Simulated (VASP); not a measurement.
# Al30Cu (a cell with a defect) in VASP: single point with PBE+D3(BJ)

Aim: the single point of Al30Cu (a cell with a defect) with PBE+D3(BJ).

Program: VASP 6.6.1. These are calculated values, not measurements. Logs are shortened: lines on timing, memory, paths and dates and some standing lists are left out, and cuts for length are marked.

### Step 1. The cell of the first run

The cell holds a defect, 31 atoms: a = 8.100 Å, b = 8.100 Å, c = 8.100 Å, α = 90.00°, β = 90.00°, γ = 90.00°.

### Step 2. Single point, PBE+D3(BJ)

Contents of INCAR:

```
SYSTEM = Al30Cu
ALGO     = Normal         ! electronic algorithm
EDIFF    = 1E-7           ! SCF threshold, eV
ENCUT    = 520            ! plane-wave cutoff, eV
GGA      = PE             ! functional
ISIF     = 2              ! what is computed and relaxed
ISMEAR   = 0              ! smearing method
IVDW     = 12             ! dispersion correction
LASPH    = .True.         ! aspherical terms in the spheres
LCHARG   = .False.        ! write CHGCAR
LREAL    = Auto         
LWAVE    = .False.        ! write WAVECAR
NBANDS   = 72             ! bands
NELM     = 100            ! most SCF steps
PREC     = Accurate       ! precision mode
SIGMA    = 0.1            ! smearing width, eV
```

Contents of KPOINTS:

```
k-points
0
Gamma
  3 3 3
  0 0 0
```

Contents of POSCAR:

```
Al30Cu
1.0
    8.1000000000      0.0000000000      0.0000000000
    0.0000000000      8.1000000000      0.0000000000
    0.0000000000      0.0000000000      8.1000000000
Al Cu
30 1
Direct
    0.5006193827     -0.0033450617     -0.0037669136
    0.7511845679      0.2456346914      0.0007777778
    0.7511754321      0.0012046914      0.2452066667
    0.0006203704      0.0011534568      0.0007255556
    0.2500567901      0.2456254321      0.0007759259
    0.5006213580      0.4987519753     -0.0040107407
    0.7508624691      0.7487314815     -0.0013579012
    0.2500591358      0.0011928395      0.2452060494
    0.5006162963      0.2459414815      0.2455180247
    0.7455596296      0.4994562963      0.2508391358
    0.5006146914     -0.0035998765      0.4983298765
    0.7455381481      0.2512580247      0.4990340741
    0.7508635802     -0.0009335802      0.7483037037
    0.0006203704      0.4909054321      0.0086381481
    0.2503808642      0.7487208642     -0.0013556790
    0.2556723457      0.4994430864      0.2508382716
    0.5006170370      0.7533287654      0.2482065432
    0.0006137037      0.0090655556      0.4904791358
    0.2556848148      0.2512507407      0.4990291358
    0.5006154321      0.5022853086      0.5018624691
    0.7517611111      0.7481117284      0.5012167901
    0.2503720988     -0.0009383951      0.7483025926
    0.5006167901      0.2486229630      0.7529156790
    0.7517579012      0.5016438272      0.7476861728
    0.0006165432      0.7430656790      0.2556660494
    0.2494711111      0.7481000000      0.5012186420
    0.0006176543      0.2561007407      0.7426260494
    0.2494832099      0.5016334568      0.7476901235
    0.5006192593      0.7501533333      0.7497311111
    0.0006188889      0.7463397531      0.7459217284
    0.0006213580      0.3498896296      0.3495032099
```

Potentials or basis: VASP PAW PBE potentials, release 64 (Al, Cu).

Command:

```bash
cat potpaw_PBE.64/Al/POTCAR potpaw_PBE.64/Cu/POTCAR > POTCAR
mpirun -np 1 vasp_std > vasp.out
```

OUTCAR:

```text
SYSTEM = Al30Cu
   EDIFF = 1E-7
   ENCUT = 520
   GGA = PE
   ISIF = 2
   ISMEAR = 0
   IVDW = 12
   LASPH = .True.
   LREAL = Auto
   NELM = 100
   PREC = Accurate
 IVDW          = 12

 ion  position               nearest neighbor table
   1  0.501  0.997  0.996-  29 2.82  23 2.84  17 2.84   7 2.85  15 2.85  13 2.85  22 2.85   9 2.86
                             3 2.86   5 2.86   8 2.86   2 2.86
   2  0.751  0.246  0.001-   3 2.80   4 2.83  14 2.83   9 2.84  23 2.85  13 2.86   1 2.86   6 2.89
                            10 2.89  27 2.91  24 2.92
   3  0.751  0.001  0.245-   2 2.80   4 2.83  18 2.83   9 2.84  17 2.85   7 2.86   1 2.86  11 2.89
                            12 2.89  25 2.91  21 2.92
   4  0.001  0.001  0.001-   5 2.83   2 2.83   8 2.83   3 2.83  22 2.88  13 2.88   7 2.88  15 2.88
                            30 2.92  25 2.94  27 2.94
   5  0.250  0.246  0.001-   8 2.80   4 2.83  14 2.83   9 2.84  23 2.85  22 2.86   1 2.86   6 2.89
                            16 2.89  27 2.91  28 2.92
   6  0.501  0.499  0.996-  23 2.83  29 2.85  28 2.86  24 2.86  10 2.86  16 2.86  15 2.87   7 2.87
                             9 2.88   2 2.89   5 2.89  17 2.90
   7  0.751  0.749  0.999-  24 2.85   1 2.85   3 2.86  29 2.86  17 2.86   6 2.87  13 2.87  10 2.87
                             4 2.88  30 2.88  25 2.90  14 2.91
   8  0.250  0.001  0.245-   5 2.80   4 2.83  18 2.83   9 2.84  17 2.85  15 2.86   1 2.86  11 2.89
                            19 2.89  25 2.91  26 2.92
   9  0.501  0.246  0.246-   3 2.84   5 2.84   8 2.84   2 2.84  12 2.86   1 2.86  19 2.86  16 2.86
[... 28 lines left out ...]
                            28 2.89  24 2.89  20 2.89  11 2.90
  24  0.752  0.502  0.748-  21 2.82  30 2.83  27 2.83  20 2.85   7 2.85  12 2.86   6 2.86  29 2.86
                            23 2.89   2 2.92  14 2.92
  25  0.001  0.743  0.256-  21 2.83  26 2.83  10 2.86  16 2.86  14 2.86  18 2.87   7 2.90  15 2.90
                             8 2.91   3 2.91   4 2.94
  26  0.249  0.748  0.501-  28 2.82  30 2.83  25 2.83  20 2.85  22 2.85  16 2.86  11 2.86  29 2.86
                            17 2.89   8 2.92  18 2.92
  27  0.001  0.256  0.743-  28 2.83  24 2.83  19 2.86  12 2.86  18 2.86  14 2.87  13 2.90  22 2.90
                             2 2.91   5 2.91   4 2.94
  28  0.249  0.502  0.748-  26 2.82  30 2.83  27 2.83  20 2.85  15 2.85  19 2.86   6 2.86  29 2.86
                            23 2.89   5 2.92  14 2.92
  29  0.501  0.750  0.750-   1 2.82  20 2.84  11 2.85   6 2.85  15 2.86   7 2.86  22 2.86  13 2.86
                            24 2.86  28 2.86  21 2.86  26 2.86
  30  0.001  0.746  0.746-  26 2.83  24 2.83  21 2.83  28 2.83  22 2.88   7 2.88  13 2.88  15 2.88
                             4 2.92  14 2.97  18 2.97
  31  0.001  0.350  0.350-  19 2.52  16 2.52  12 2.52  10 2.52  18 2.99  14 2.99

  LATTYP: Found a simple cubic cell.
 ALAT       =     8.1000000000

  Lattice vectors:

 A1 = (   8.1000000000,   0.0000000000,   0.0000000000)
 A2 = (   0.0000000000,   8.1000000000,   0.0000000000)
 A3 = (   0.0000000000,   0.0000000000,   8.1000000000)

Analysis of symmetry for initial positions (statically):
=====================================================================
 Subroutine PRICEL returns:
 Original cell was already a primitive cell.

 Routine SETGRP: Setting up the symmetry group for a
 simple cubic supercell.

 Subroutine GETGRP returns: Found  1 space group operations
 (whereof  1 operations were pure point group operations)
 out of a pool of 48 trial point group operations.

The static configuration has the point symmetry C_1 .

Analysis of symmetry for dynamics (positions and initial velocities):
=====================================================================
 Subroutine PRICEL returns:
 Original cell was already a primitive cell.

 Routine SETGRP: Setting up the symmetry group for a
 simple cubic supercell.

 Subroutine GETGRP returns: Found  1 space group operations
 (whereof  1 operations were pure point group operations)
 out of a pool of 48 trial point group operations.

The dynamic configuration has the point symmetry C_1 .

 Subroutine INISYM returns: Found  1 space group operations
 (whereof  1 operations are pure point group operations),
 and found     1 'primitive' translations

----------------------------------------------------------------------------------------

                                     Primitive cell

  volume of cell :     531.4410

  direct lattice vectors                    reciprocal lattice vectors
[... 86 lines left out ...]
     0.000000000  0.041152263  0.000000000     0.000000000  0.333333333  0.000000000
     0.000000000  0.000000000  0.041152263     0.000000000  0.000000000  0.333333333

  Length of vectors
     0.041152263  0.041152263  0.041152263

  Shift w.r.t. Gamma in fractional coordinates (k-lattice)
     0.000000000  0.000000000  0.000000000

 Subroutine IBZKPT returns following result:
 ===========================================

 Found     14 irreducible k-points:

 Following reciprocal coordinates:
            Coordinates               Weight
  0.000000  0.000000  0.000000      1.000000
  0.333333  0.000000  0.000000      2.000000
  0.000000  0.333333  0.000000      2.000000
  0.000000  0.000000  0.333333      2.000000
  0.333333  0.333333  0.000000      2.000000
  0.000000  0.333333  0.333333      2.000000
  0.333333  0.000000  0.333333      2.000000
 -0.333333  0.333333  0.000000      2.000000
 -0.333333  0.000000  0.333333      2.000000
  0.000000 -0.333333  0.333333      2.000000
  0.333333  0.333333  0.333333      2.000000
 -0.333333  0.333333  0.333333      2.000000
 -0.333333 -0.333333  0.333333      2.000000
  0.333333 -0.333333  0.333333      2.000000
   k-points           NKPTS =     14   k-points in BZ     NKDIM =     14   number of bands    NBANDS=     72
   number of dos      NEDOS =    301   number of ions     NIONS =     31
   total plane-waves  NPLWV = 216000
   dimension x,y,z NGX =    60 NGY =   60 NGZ =   60
   dimension x,y,z NGXF=   120 NGYF=  120 NGZF=  120
   ions per type =              30   1
   NGX,Y,Z   is equivalent  to a cutoff of  12.31, 12.31, 12.31 a.u.
   NGXF,Y,Z  is equivalent  to a cutoff of  24.63, 24.63, 24.63 a.u.
 SYSTEM =  Al30Cu
   PREC   = accura    normal or accurate (medium, high low for compatibility)
   ISTART =      0    job   : 0-new  1-cont  2-samecut
   ICHARG =      2    charge: 1-file 2-atom 10-const
   ISPIN  =      1    spin polarized calculation?
   LNONCOLLINEAR =      F non collinear calculations
   LSORBIT =      F    spin-orbit coupling
   LASPH  =      T    aspherical Exc in radial PAW
   ENCUT  =  520.0 eV  38.22 Ry    6.18 a.u.  15.06 15.06 15.06*2*pi/ulx,y,z
   NELM   =    100;   NELMIN=  2; NELMDL= -5     # of ELM steps
   EDIFF  = 0.1E-06   stopping-criterion for ELM
   LREAL  =      T    real-space projection
   EDIFFG = 0.1E-05   stopping-criterion for IOM
   NSW    =      0    number of steps for IOM
   IBRION =     -1    ionic relax: 0-MD 1-quasi-New 2-CG
   NFREE  =      0    steps in history (QN), initial steepest desc. (CG)
   ISIF   =      2    stress and relaxation
   ISYM   =      2    0-nonsym 1-usesym 2-fastsym
   POTIM  = 0.5000    time-step for ionic-motion
   TEBEG  =    0.0;   TEEND  =   0.0 temperature during run
   PSTRESS=    0.0 pullay stress
   NELECT =     101.0000    total number of electrons
   NUPDOWN=      -1.0000    fix difference up-down
   EMIN   =  10.00;   EMAX   =-10.00  energy-range for DOS
   EFERMI =   0.00;   METHOD = LEGACY
   ISMEAR =     0;   SIGMA  =   0.10  broadening in eV -4-tet -1-fermi 0-gaus
   EFERMI_NEDOS =   21; number of points for ismear=-14 and -15
   IALGO  =     38    algorithm
   IMIX   =      4    mixing-type and parameters
     AMIX     =   0.40;   BMIX     =  1.00
     AMIX_MAG =   1.60;   BMIX_MAG =  1.00
  volume/ion in A,a.u.               =      17.14       115.69
  Fermi-wavevector in a.u.,A,eV,Ry     =   0.941233  1.778672 12.053656  0.885919
  Thomas-Fermi vector in A             =   2.068723
   LORBIT       =      0    0 simple, 1 ext, 2 COOP (PROOUT), +10 PAW based schemes
   GGA     = PE    functional components
   LHFCALC =     F    Hartree Fock is set to
   AEXX    =    0.0000 exact exchange contribution
   IVDW    =    12    specifies the selected vdW correction
   LEPSILON=     F    determine dielectric tensor
   LRPA    =     F    only Hartree local field effects (RPA)
 non-spin polarized calculation
 Gauss-broadening in eV      SIGMA  =   0.10
  energy-cutoff  :      520.00
  volume of cell :      531.44
 maximum number of plane-waves:     14358
   NGX = 31   NGY = 31   NGZ = 31

 number of electron     100.9999989 magnetization

 Free energy of the ion-electron system (eV)
  ---------------------------------------------------
  ext. energy  EPLUGINS =         0.00000000
  ---------------------------------------------------
  free energy    TOTEN  =      -115.39969241 eV

  energy without entropy =     -115.35927239  energy(sigma->0) =     -115.37948240

 E-fermi :   7.3236     XC(G=0): -10.0529

 val. band max:        7.2847583717   @ k =   0.0000   0.0000   0.3333
 cond. band min:       7.3455368855   @ k =   0.0000   0.0000   0.0000
 fundamental gap:      0.0607785138
 Fermi energy:         7.3235917307

 k-point     1 :       0.0000    0.0000    0.0000
  band No.  band energies     occupation
      1      -3.4048      2.00000
      2      -1.2816      2.00000
      3      -1.2814      2.00000
      4      -1.2388      2.00000
      5      -1.2148      2.00000
      6      -1.0411      2.00000
[... 899 lines left out ...]
     61       9.1980      0.00000
     62       9.2103      0.00000
 [bands above 62 left out]

------------------------ aborting loop because EDIFF is reached ----------------------------------------

 Edisp (eV)  -10.09319

 E8    (eV) :    -4.5071

  FORCE on cell =-STRESS in cart. coord.  units (eV):
  Direction    XX          YY          ZZ          XY          YZ          ZX
  --------------------------------------------------------------------------------------
  -------------------------------------------------------------------------------------
  Total     -12.20742   -17.72211   -17.72154     0.00262    -0.19282    -0.00228
  in kB     -36.80269   -53.42824   -53.42653     0.00790    -0.58131    -0.00686
  external pressure =      -47.89 kB  Pullay stress =        0.00 kB

 VOLUME and BASIS-vectors are now :
 -----------------------------------------------------------------------------
  energy-cutoff  :      520.00
  volume of cell :      531.44
      direct lattice vectors                 reciprocal lattice vectors
     8.100000000  0.000000000  0.000000000     0.123456790  0.000000000  0.000000000
     0.000000000  8.100000000  0.000000000     0.000000000  0.123456790  0.000000000
     0.000000000  0.000000000  8.100000000     0.000000000  0.000000000  0.123456790

 POSITION                                       TOTAL-FORCE (eV/Angst)
 -----------------------------------------------------------------------------------
      4.05502      8.07291      8.06949        -0.000755     -0.005787     -0.005252
      6.08459      1.98964      0.00630         0.000374     -0.001272      0.005038
      6.08452      0.00976      1.98617         0.000536      0.004753      0.001241
      0.00503      0.00934      0.00588         0.002581      0.003656      0.002927
      2.02546      1.98957      0.00628        -0.001095     -0.000652      0.005411
      4.05503      4.03989      8.06751        -0.000512      0.005471      0.008960
[... 23 lines left out ...]
      0.00501      6.04535      6.04197         0.000238      0.004437      0.004572
      0.00503      2.83411      2.83098        -0.000881     -0.161143     -0.160972
 -----------------------------------------------------------------------------------
    total drift:                                0.011553     -0.005461     -0.014410

  FREE ENERGIE OF THE ION-ELECTRON SYSTEM (eV)
  ---------------------------------------------------
  free  energy   TOTEN  =      -125.4928845808 eV

  energy  without entropy=     -125.4524645591  energy(sigma->0) =     -125.47267457
```

It took 50 min on 1 thread of Oxide Virtual Turin-like, shared host; peak memory 0.64 GiB.

What came out:

```yaml
Free_energy: -125.4929 eV
Pressure: -4.8 GPa
Largest_force: 0.228 eV/Å
Band_gap_on_the_k_mesh: zero (an odd number of electrons rules out a gap without spin polarisation)
Dispersion_energy_per_atom: -0.326 eV
```

Forces in eV/Å, atoms in the order of the input:
```
Al  -0.001 -0.006 -0.005
Al   0.000 -0.001  0.005
Al   0.001  0.005  0.001
Al   0.003  0.004  0.003
Al  -0.001 -0.001  0.005
Al  -0.001  0.005  0.009
Al   0.000 -0.002  0.001
Al  -0.001  0.007  0.000
Al   0.000  0.001  0.001
Al   0.005  0.014  0.015
Al  -0.001  0.008  0.004
Al   0.004  0.015  0.014
Al   0.000  0.002 -0.002
Al  -0.004 -0.001  0.022
Al   0.004 -0.001  0.000
Al  -0.006  0.016  0.017
Al   0.000  0.010 -0.006
Al  -0.003  0.021 -0.001
Al  -0.005  0.017  0.015
Al   0.001  0.011  0.011
Al   0.007  0.004  0.003
Al   0.003  0.001 -0.002
Al   0.001 -0.005  0.011
Al   0.008  0.002  0.005
Al  -0.002  0.013  0.004
Al  -0.008  0.004  0.003
Al  -0.002  0.004  0.014
Al  -0.007  0.003  0.005
Al   0.005  0.006  0.003
Al   0.000  0.004  0.005
Cu  -0.001 -0.161 -0.161
```

Stress tensor (GPa, compression positive):
```
-3.68  0.00  0.00
 0.00 -5.34 -0.06
 0.00 -0.06 -5.34
```

The gap in the log of VASP goes by the Fermi energy; the results here count the filled bands.